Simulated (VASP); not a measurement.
Crystal: LiAl5B.

```
Li Al B
1.0
     3.90749    0.00000    0.00000
     0.00000    3.90749    0.00000
     0.00000    0.00000    6.85743
Li Al B
1 5 1
Direct
  0.00000 0.00000 0.00000
  0.50000 0.50000 0.00000
  0.50000 0.00000 0.30108
  0.00000 0.50000 0.30108
  0.50000 0.00000 0.69892
  0.00000 0.50000 0.69892
  0.00000 0.00000 0.50000
```

The cell was built from a structure type or drawn by symmetry, and may not be a known phase.

| Property | Result |
| --- | --- |
| Program | VASP 6.6.1 |
| Task | relaxation of cell and atoms |
| Functional | PBE |
| Potentials or basis | VASP PAW PBE potentials, release 64 (Li_sv, Al, B) |
| Cutoff | 600 eV |
| k mesh | 10 × 10 × 6 |
| Occupations | gaussian, width 0.1 eV |
| Spin | no spin polarisation |

At the start: pressure -0.2 GPa; volume 14.96 Å³/atom.

Question: Where does the relaxation end?

Answer: Over 8 steps the energy falls by 6.8 meV/atom and the volume is 14.88 Å³/atom (-0.5 %); space group P4/mmm (No. 123, to 0.1 Å) before and after.

The path:
| step | energy change (eV) | largest force (eV/Å) | pressure (GPa) | volume (Å³) |
| --- | --- | --- | --- | --- |
| 1 | 0.0000 | 0.3750 | -0.15 | 104.70 |
| 2 | -0.0370 | 0.1710 | -0.17 | 104.48 |
| 3 | -0.0468 | 0.0115 | -0.09 | 104.30 |
| 4 | -0.0471 | 0.0124 | -0.07 | 104.27 |
| 5 | -0.0471 | 0.0195 | -0.06 | 104.26 |
| 6 | -0.0472 | 0.0145 | 0.02 | 104.16 |
| 7 | -0.0472 | 0.0112 | 0.08 | 104.09 |
| 8 | -0.0473 | 0.0044 | 0.02 | 104.19 |

Final structure:
```
CELL_PARAMETERS angstrom
3.86153 0.00000 0.00000
0.00000 3.86153 0.00000
0.00000 0.00000 6.98696
ATOMIC_POSITIONS crystal
Li 0.00000 0.00000 0.00000
Al 0.50000 0.50000 0.00000
Al 0.50000 0.00000 0.29649
Al 0.00000 0.50000 0.29649
Al 0.50000 0.00000 0.70351
Al 0.00000 0.50000 0.70351
B 0.00000 0.00000 0.50000
```

Caveat: the cutoff is under 1.25 times the usual one of these potentials, so pressure, stress and relaxed cells hold a basis-set (Pulay) error.
